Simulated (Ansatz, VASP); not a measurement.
# Zr in VASP and in Ansatz

Contents of INCAR:

```
PREC     = Accurate       # precision mode
ENCUT    = 520            # plane-wave cutoff, eV
EDIFF    = 1E-6           # SCF threshold, eV
ISMEAR   = -1             # smearing method
SIGMA    = 0.05           # smearing width, eV
LREAL    = F              # projectors in reciprocal space
LASPH    = T              # aspherical terms in the spheres
NELM     = 100            # most SCF steps
ALGO     = Normal         # electronic algorithm
ISIF     = 2              # what is computed and relaxed
LWAVE    = F              # write WAVECAR
LCHARG   = F              # write CHGCAR
GGA      = PE             # functional
NBANDS   = 19             # bands
```

Contents of KPOINTS:

```
regular mesh
0
Gamma
  15 15 8
```

File POSCAR:

```
Zr
1.0
    2.7505333549      0.0000000000      0.0000000000
   -1.3752666775      2.3820317593      0.0000000000
    0.0000000000      0.0000000000      4.8541728356
Zr
2
Direct
    0.3333333333      0.6666666667      0.2500000000
    0.6666666667      0.3333333333      0.7500000000
```

Input for Ansatz:

```yaml
crystal:
  lattice:
    - [2.7505333549, 0.0, 0.0]
    - [-1.3752666775, 2.3820317593, 0.0]
    - [0.0, 0.0, 4.8541728356]
  atoms:
    - { symbol: Zr, position: [0.3333333333, 0.6666666667, 0.25] }
    - { symbol: Zr, position: [0.6666666667, 0.3333333333, 0.75] }
kpoints:
  mp_grid: { grid: [15, 15, 8] }
scf:
  occupations: { method: fermi_dirac, width: 0.05 }
hamiltonian:
  xc: pbe
  pseudopotentials: { kind: all_electron, lapw: { basis_error: 0.001 } }
output:
  forces: true
  stress: true
  eigenvalues: true
  populations: true
```

Change from the starting cell: volume scaled by 0.68, LAPW.

Alike in both runs: task single point; functional PBE; k mesh 15 × 15 × 8; occupations fermi-dirac, width 0.05 eV; no spin polarisation.

|  | VASP | Ansatz |
| --- | --- | --- |
| version | VASP 6.6.1 | Ansatz 0.2.0 |
| potentials or method | VASP PAW PBE potentials, release 64 (Zr_sv), cutoff 520 eV | all-electron LAPW, scalar-relativistic |

|  | VASP | Ansatz | Ansatz less VASP |
| --- | --- | --- | --- |
| pressure (GPa) | 63.6 | 63.4 | -0.15 |
| traceless stress, the component that is largest in VASP (GPa) | -0.06 | 0.11 | +0.172 |

Both programs put the cell under a high pressure, so it lies far from rest at this level. Ansatz ran all-electron here, and VASP with PAW potentials.

Noted on VASP's run: the cell as given lies far from equilibrium.
